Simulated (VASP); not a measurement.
# LiGa4Sb (Cmmm) in VASP: notebook, part 2 of 2

VASP 6.6.1.

**3. Single point, PBE**

This run uses another cell than the first one, of 30.59 Å³/atom, 1.564 times its volume.

The input, INCAR:

```
PREC     = Accurate       # precision mode
ENCUT    = 520            # plane-wave cutoff, eV
EDIFF    = 1E-7           # SCF threshold, eV
ISMEAR   = 0              # smearing method
SIGMA    = 0.1            # smearing width, eV
LREAL    = False          # projectors in reciprocal space
LASPH    = True           # aspherical terms in the spheres
NELM     = 80             # most SCF steps
ALGO     = Fast           # electronic algorithm
ISIF     = 2              # what is computed and relaxed
LWAVE    = False          # write WAVECAR
LCHARG   = False          # write CHGCAR
GGA      = PE             # functional
NBANDS   = 39             # bands
```

The input, KPOINTS:

```
Automatic mesh
0
Gamma
  4 4 4
```

The input, POSCAR:

```
LiGa4Sb
1.0
    2.7706563918     -4.1526785348      0.0000000000
    2.7706563918      4.1526785348      0.0000000000
    0.0000000000      0.0000000000      7.9764628709
Li Ga Sb
1 4 1
Direct
    0.0000000000      0.0000000000      0.0000000000
    0.5000000000      0.5000000000      0.1571818609
    0.5000000000      0.5000000000      0.8428181391
    0.1577952062      0.8422047938      0.5000000000
    0.8422047938      0.1577952062      0.5000000000
    0.5000000000      0.5000000000      0.5000000000
```

Potentials or basis: VASP PAW PBE potentials, release 64 (Li_sv, Ga_d, Sb).

The run is started by

```sh
$ cat potpaw_PBE.64/Li_sv/POTCAR potpaw_PBE.64/Ga_d/POTCAR potpaw_PBE.64/Sb/POTCAR > POTCAR
$ mpirun -np 1 vasp_std > vasp.out
```

OUTCAR:

```text
PREC = Accurate
   ENCUT = 520
   EDIFF = 1E-7
   ISMEAR = 0
   LREAL = False
   LASPH = True
   NELM = 80
   ISIF = 2
   GGA = PE

 ion  position               nearest neighbor table
   1  0.000  0.000  0.000-
   2  0.500  0.500  0.157-   3 2.51   6 2.73
   3  0.500  0.500  0.843-   2 2.51   6 2.73
   4  0.158  0.842  0.500-   5 2.62   6 2.84   6 3.06   6 3.06
   5  0.842  0.158  0.500-   4 2.62   6 2.84   6 3.06   6 3.06
   6  0.500  0.500  0.500-   2 2.73   3 2.73   4 2.84   5 2.84   4 3.06   5 3.06   4 3.06   5 3.06

  LATTYP: Found a base centered orthorhombic cell.
 ALAT       =     5.5413127836
 B/A-ratio  =     1.4988067619
 C/A-ratio  =     1.4394536426

  Lattice vectors:

 A1 = (   2.7706563918,  -4.1526785348,   0.0000000000)
 A2 = (   2.7706563918,   4.1526785348,   0.0000000000)
 A3 = (   0.0000000000,   0.0000000000,   7.9764628709)

Analysis of symmetry for initial positions (statically):
=====================================================================
 Subroutine PRICEL returns:
 Original cell was already a primitive cell.

[... 178 lines left out ...]
 cond. band min:       2.2775331670   @ k =   0.5000   0.0000   0.2500
 fundamental gap:      0.0617780305
 Fermi energy:         2.2742601140

 k-point     1 :       0.0000    0.0000    0.0000
  band No.  band energies     occupation
      1     -44.8967      2.00000
      2     -12.7524      2.00000
      3     -12.6018      2.00000
      4     -12.5734      2.00000
      5     -12.5647      2.00000
      6     -12.5219      2.00000
[... 871 lines left out ...]
     38       6.6892      0.00000
     39       7.2797      0.00000

------------------------ aborting loop because EDIFF is reached ----------------------------------------

  FORCE on cell =-STRESS in cart. coord.  units (eV):
  Direction    XX          YY          ZZ          XY          YZ          ZX
  --------------------------------------------------------------------------------------
  -------------------------------------------------------------------------------------
  Total        0.1704102      0.1891325      0.0165006     -0.0000000      0.0000000      0.0000000
  in kB        1.4874924      1.6509179      0.1440317     -0.0000000      0.0000000      0.0000000
  external PRESSURE =       1.0941473 kB  Pullay stress =       0.0000000 kB

 VOLUME and BASIS-vectors are now :
 -----------------------------------------------------------------------------
  energy-cutoff  :      520.00
  volume of cell :      183.55
      direct lattice vectors                 reciprocal lattice vectors
     2.770656392 -4.152678535  0.000000000     0.180462652 -0.120404215  0.000000000
     2.770656392  4.152678535  0.000000000     0.180462652  0.120404215  0.000000000
     0.000000000  0.000000000  7.976462871     0.000000000  0.000000000  0.125368853

 POSITION                                       TOTAL-FORCE (eV/Angst)
 -----------------------------------------------------------------------------------
      0.00000      0.00000      0.00000        -0.000000     -0.000000      0.000000
      2.77066      0.00000      1.25376        -0.000000     -0.000000      0.011753
      2.77066      0.00000      6.72271         0.000000     -0.000000     -0.011753
      2.77066      2.84213      3.98823        -0.000000     -0.016064      0.000000
      2.77066     -2.84213      3.98823        -0.000000      0.016064      0.000000
      2.77066      0.00000      3.98823        -0.000000      0.000000      0.000000
 -----------------------------------------------------------------------------------
    total drift:                               -0.000000     -0.000000     -0.000000

  FREE ENERGIE OF THE ION-ELECTRON SYSTEM (eV)
  ---------------------------------------------------
  free  energy   TOTEN  =       -15.4989442024 eV

  energy  without entropy=      -15.4874898271  energy(sigma->0) =      -15.49321701
```

OSZICAR:

```text
N       E                     dE             d eps       ncg     rms          rms(c)
DAV:   1     0.437957385258E+03    0.43796E+03   -0.27707E+04  1708   0.210E+03
DAV:   2     0.449845423264E+02   -0.39297E+03   -0.38109E+03  1742   0.532E+02
DAV:   3    -0.123560609776E+02   -0.57341E+02   -0.55771E+02  2075   0.148E+02
[... 34 lines left out ...]
RMM:  38    -0.154989439860E+02   -0.16072E-06   -0.21833E-06  1520   0.372E-03    0.643E-03
RMM:  39    -0.154989441024E+02   -0.11635E-06   -0.16249E-06  1435   0.345E-03    0.637E-03
RMM:  40    -0.154989441444E+02   -0.41993E-07   -0.12859E-06  1588   0.332E-03    0.590E-03
RMM:  41    -0.154989441680E+02   -0.23632E-07   -0.11026E-06  1500   0.310E-03    0.534E-03
RMM:  42    -0.154989442024E+02   -0.34372E-07   -0.77367E-07  1422   0.300E-03
   1 F= -.15498944E+02 E0= -.15493217E+02  d E =-.114544E-01
```

stdout:

```text
POSCAR found type information on POSCAR LiGaSb
 POSCAR found :  3 types and       6 ions
 scaLAPACK will be used
[... 43 lines left out ...]
 num prob  num prob  num prob  num prob RMM:  40    -0.154989441444E+02   -0.41993E-07   -0.12859E-06  1588   0.332E-03    0.590E-03
 num prob  num prob  num prob  num prob  num prob  num prob  num prob  num prob  num prob  num prob  num prob  num prob  num prob  num prob  num prob  num prob  num prob  num prob  num prob  num prob  num prob  num prob WARNING in EDDRMM: call to ZHEGV failed, returncode =   6  3     29
 num prob  num prob  num prob  num prob WARNING in EDDRMM: call to ZHEGV failed, returncode =   8  4     31
 num prob  num prob  num prob  num prob  num prob  num prob  num prob RMM:  41    -0.154989441680E+02   -0.23632E-07   -0.11026E-06  1500   0.310E-03    0.534E-03
 num prob  num prob  num prob  num prob  num prob  num prob  num prob  num prob  num prob  num p
```

Run time: 4 min. Hardware: 1 thread of Intel Xeon 6975P-C (Granite Rapids), shared host; peak memory 0.4 GiB.

Results:

```yaml
Free_energy: -15.4989 eV
Largest_force: 0.016 eV/Å
Band_gap_on_the_k_mesh: zero (band 30 reaches 3.44 eV, above the bottom of band 31 at 2.05 eV)
```

Forces on the atoms (eV/Å):
```
Li   0.000  0.000  0.000
Ga   0.000  0.000  0.012
Ga   0.000  0.000 -0.012
Ga   0.000 -0.016  0.000
Ga   0.000  0.016  0.000
Sb   0.000  0.000  0.000
```

Caveat: the cutoff is under 1.25 times the usual one of these potentials, so pressure, stress and relaxed cells hold a basis-set (Pulay) error; spin-orbit coupling is left out, which moves the levels of the heavy elements.
